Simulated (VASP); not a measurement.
A run of VASP 6.6.1 is set up as follows.

Contents of INCAR:

```
SYSTEM = Al
PREC = Accurate
ENCUT = 600
EDIFF = 1E-7
ISMEAR = 0
SIGMA = 0.1
LREAL = .False.
LASPH = .True.
NELM = 100
ALGO = Normal
ISIF = 3
LWAVE = .False.
LCHARG = .False.
GGA = PS
IBRION = 2
NSW = 70
EDIFFG = -0.005
```

Contents of KPOINTS:

```
regular mesh
0
Gamma
  18 18 18
  0 0 0
```

File POSCAR:

```
Al
1.0
    0.0000000000      2.0207284053      2.0207284053
    2.0207284053      0.0000000000      2.0207284053
    2.0207284053      2.0207284053      0.0000000000
Al
1
Direct
    0.0000000000      0.0000000000      0.0000000000
```

Potentials or basis: VASP PAW PBE potentials, release 64 (Al).

Command:

```bash
$ cat potpaw_PBE.64/Al/POTCAR > POTCAR
$ mpirun -np 1 vasp_std > vasp.out
```

What does it give for the relaxed cell?

a = 2.840 Å, b = 2.840 Å, c = 2.840 Å, α = 60.00°, β = 60.00°, γ = 60.00°.

Estimate the relaxed volume.

16.19 Å³/atom.

Final structure:
```
CELL_PARAMETERS angstrom
0.00000 2.00803 2.00803
2.00803 0.00000 2.00803
2.00803 2.00803 0.00000
ATOMIC_POSITIONS crystal
Al 0.00000 0.00000 0.00000
```

Caveat: the PAW data sets were made with another functional, which shifts forces and pressure a little.
